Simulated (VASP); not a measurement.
# Ti3Al (P-6m2) in VASP: a series of runs, part 2 of 2

VASP 6.6.1. Earlier steps stand in the parts before.

**3. Single point, LDA**

File INCAR:

```
SYSTEM = Ti3Al
ALGO = Normal ; EDIFF = 1E-6
ENCUT = 520 ; ISIF = 2
ISMEAR = 1 ; LASPH = .TRUE.
LCHARG = .FALSE. ; LREAL = .FALSE.
LWAVE = .FALSE. ; NBANDS = 28
NELM = 60 ; PREC = Accurate
SIGMA = 0.1
```

File KPOINTS:

```
k-points
0
G
  9 9 3
  0 0 0
```

File POSCAR:

```
Ti3Al
1.0
    2.9275420000      0.0000000000      0.0000000000
   -1.4637710000      2.5353260000      0.0000000000
    0.0000000000      0.0000000000      9.2263620000
Ti Al
3 1
Direct
    0.6666666667      0.3333333333      0.0000000000
    0.3333333333      0.6666666667      0.7505940000
    0.3333333333      0.6666666667      0.2494060000
    0.6666666667      0.3333333333      0.5000000000
```

Potentials or basis: VASP PAW LDA potentials, release 64 (Ti_sv, Al).

Command:

```bash
$ cat potpaw_LDA.64/Ti_sv/POTCAR potpaw_LDA.64/Al/POTCAR > POTCAR
$ mpirun -np 1 vasp_std > vasp.out
```

OUTCAR:

```text
SYSTEM = Ti3Al
   EDIFF = 1E-6
   ENCUT = 520
   ISIF = 2
   ISMEAR = 1
   LASPH = .TRUE.
   LREAL = .FALSE.
   NELM = 60
   PREC = Accurate

 ion  position               nearest neighbor table
   1  0.667  0.333  0.000-   2 2.86   3 2.86   2 2.86   3 2.86   2 2.86   3 2.86
   2  0.333  0.667  0.751-   1 2.86   1 2.86   1 2.86   4 2.86   4 2.86   4 2.86
   3  0.333  0.667  0.249-   1 2.86   1 2.86   1 2.86   4 2.86   4 2.86   4 2.86
   4  0.667  0.333  0.500-   2 2.86   3 2.86   2 2.86   3 2.86   2 2.86   3 2.86

  LATTYP: Found a hexagonal cell.
 ALAT       =     2.9275420000
 C/A-ratio  =     3.1515728895

  Lattice vectors:

 A1 = (   2.9275420000,   0.0000000000,   0.0000000000)
 A2 = (  -1.4637710000,   2.5353260000,   0.0000000000)
 A3 = (   0.0000000000,   0.0000000000,   9.2263620000)

Analysis of symmetry for initial positions (statically):
=====================================================================
 Subroutine PRICEL returns:
 Original cell was already a primitive cell.

 Routine SETGRP: Setting up the symmetry group for a
 hexagonal supercell.

 Subroutine GETGRP returns: Found 12 space group operations
 (whereof 12 operations were pure point group operations)
 out of a pool of 24 trial point group operations.

The static configuration has the point symmetry D_3h.

Analysis of symmetry for dynamics (positions and initial velocities):
=====================================================================
 Subroutine PRICEL returns:
 Original cell was already a primitive cell.

 Routine SETGRP: Setting up the symmetry group for a
 hexagonal supercell.

 Subroutine GETGRP returns: Found 12 space group operations
 (whereof 12 operations were pure point group operations)
 out of a pool of 24 trial point group operations.

[... 117 lines left out ...]
   EFERMI =   0.00;   METHOD = LEGACY
   ISMEAR =     1;   SIGMA  =   0.10  broadening in eV -4-tet -1-fermi 0-gaus
   EFERMI_NEDOS =   21; number of points for ismear=-14 and -15
   IALGO  =     38    algorithm
   IMIX   =      4    mixing-type and parameters
     AMIX     =   0.40;   BMIX     =  1.00
     AMIX_MAG =   1.60;   BMIX_MAG =  1.00
  volume/ion in A,a.u.               =      17.12       115.53
  Fermi-wavevector in a.u.,A,eV,Ry     =   1.356981  2.564323 25.053747  1.841398
  Thomas-Fermi vector in A             =   2.483939
   LORBIT       =      0    0 simple, 1 ext, 2 COOP (PROOUT), +10 PAW based schemes
   GGA     = CA    functional components
   LHFCALC =     F    Hartree Fock is set to
   AEXX    =    0.0000 exact exchange contribution
   IVDW    =     0    specifies the selected vdW correction
   LEPSILON=     F    determine dielectric tensor
   LRPA    =     F    only Hartree local field effects (RPA)
 non-spin polarized calculation
 Methfessel and Paxton  Order N= 1 SIGMA  =   0.10
  energy-cutoff  :      520.00
  volume of cell :       68.48
 maximum number of plane-waves:      1907
 NGX is ok and might be reduce to    24
   NGX = 11   NGY = 11   NGZ = 35

 number of electron      38.9999989 magnetization

 Free energy of the ion-electron system (eV)
  ---------------------------------------------------
  ext. energy  EPLUGINS =         0.00000000
  ---------------------------------------------------
  free energy    TOTEN  =       -30.22632236 eV

  energy without entropy =      -30.22609176  energy(sigma->0) =      -30.22624549

 E-fermi :   7.7538     XC(G=0): -11.4476

 val. band max:        7.7462347003   @ k =   0.3333   0.2222   0.0000
 cond. band min:       7.7593017708   @ k =   0.3333   0.2222   0.3333
 fundamental gap:      0.0130670705
 Fermi energy:         7.7537966333

 k-point     1 :       0.0000    0.0000    0.0000
  band No.  band energies     occupation
      1     -48.2812      2.00000
      2     -48.2354      2.00000
      3     -48.1671      2.00000
      4     -25.1850      2.00000
      5     -24.9369      2.00000
      6     -24.6304      2.00000
[... 733 lines left out ...]
     27      10.8583      0.00000
     28      11.0024      0.00000

------------------------ aborting loop because EDIFF is reached ----------------------------------------

  FORCE on cell =-STRESS in cart. coord.  units (eV):
  Direction    XX          YY          ZZ          XY          YZ          ZX
  --------------------------------------------------------------------------------------
  -------------------------------------------------------------------------------------
  Total       -2.9647496     -2.9647502     -3.1339958      0.0000000      0.0000000      0.0000000
  in kB      -69.3635275    -69.3635415    -73.3232250      0.0000000      0.0000000      0.0000000
  external PRESSURE =     -70.6834313 kB  Pullay stress =       0.0000000 kB

 VOLUME and BASIS-vectors are now :
 -----------------------------------------------------------------------------
  energy-cutoff  :      520.00
  volume of cell :       68.48
      direct lattice vectors                 reciprocal lattice vectors
     2.927542000  0.000000000  0.000000000     0.341583485  0.197213297  0.000000000
    -1.463771000  2.535326000  0.000000000     0.000000000  0.394426594  0.000000000
     0.000000000  0.000000000  9.226362000     0.000000000  0.000000000  0.108385082

 POSITION                                       TOTAL-FORCE (eV/Angst)
 -----------------------------------------------------------------------------------
      1.46377      0.84511      0.00000         0.000000     -0.000000      0.000000
     -0.00000      1.69022      6.92525         0.000000     -0.000000      0.164744
     -0.00000      1.69022      2.30111         0.000000      0.000000     -0.164744
      1.46377      0.84511      4.61318        -0.000000     -0.000000      0.000000
 -----------------------------------------------------------------------------------
    total drift:                                0.000000      0.000000      0.000000

  FREE ENERGIE OF THE ION-ELECTRON SYSTEM (eV)
  ---------------------------------------------------
  free  energy   TOTEN  =       -30.2263223646 eV

  energy  without entropy=      -30.2260917555  energy(sigma->0) =      -30.22624549
```

OSZICAR:

```text
N       E                     dE             d eps       ncg     rms          rms(c)
DAV:   1     0.469846993430E+03    0.46985E+03   -0.19657E+04  1344   0.160E+03
DAV:   2     0.228928585786E+02   -0.44695E+03   -0.43861E+03  1364   0.496E+02
DAV:   3    -0.283640733541E+02   -0.51257E+02   -0.50055E+02  2296   0.141E+02
DAV:   4    -0.337720935964E+02   -0.54080E+01   -0.53784E+01  2040   0.416E+01
DAV:   5    -0.340319740972E+02   -0.25988E+00   -0.25977E+00  1996   0.789E+00    0.147E+01
DAV:   6    -0.304769544227E+02    0.35550E+01   -0.20180E+01  1856   0.348E+01    0.409E+00
DAV:   7    -0.303373591410E+02    0.13960E+00   -0.34769E+00  2116   0.134E+01    0.385E+00
DAV:   8    -0.303781963006E+02   -0.40837E-01   -0.32276E+00  2016   0.990E+00    0.338E+00
DAV:   9    -0.302188309419E+02    0.15937E+00   -0.74048E-01  2192   0.465E+00    0.137E+00
DAV:  10    -0.302271920351E+02   -0.83611E-02   -0.10555E-01  1720   0.233E+00    0.390E-01
DAV:  11    -0.302261297680E+02    0.10623E-02   -0.31511E-02  1936   0.143E+00    0.160E-01
DAV:  12    -0.302263276414E+02   -0.19787E-03   -0.15500E-03  1756   0.430E-01    0.526E-02
DAV:  13    -0.302263331980E+02   -0.55566E-05   -0.48584E-04  2048   0.166E-01    0.418E-02
DAV:  14    -0.302263209369E+02    0.12261E-04   -0.14219E-04  1828   0.894E-02    0.195E-02
DAV:  15    -0.302263226614E+02   -0.17244E-05   -0.24804E-05  1820   0.432E-02    0.550E-03
DAV:  16    -0.302263223646E+02    0.29675E-06   -0.13091E-06  1120   0.113E-02
   1 F= -.30226322E+02 E0= -.30226245E+02  d E =-.230609E-03
```

stdout:

```text
POSCAR found type information on POSCAR TiAl
 POSCAR found :  2 types and       4 ions
 scaLAPACK will be used
 LDA part: xc-table for (Slater(with rela. corr.)+CA(PZ))
 , standard interpolation
 POSCAR, INCAR and KPOINTS ok, starting setup
 FFT: planning ... GRIDC
 FFT: planning ... GRID_SOFT
 FFT: planning ... GRID
 WAVECAR not read
 entering main loop
```

Run time: 2.1 min. Hardware: 1 thread of AMD EPYC 7R13, shared host; peak memory 0.15 GiB.

What came out:

| Quantity | Value |
| --- | --- |
| Free energy | -30.2263 eV |
| Pressure | -7.1 GPa |
| Largest force | 0.165 eV/Å |

Forces on the atoms (eV/Å):
```
Ti   0.000  0.000  0.000
Ti   0.000  0.000  0.165
Ti   0.000  0.000 -0.165
Al   0.000  0.000  0.000
```
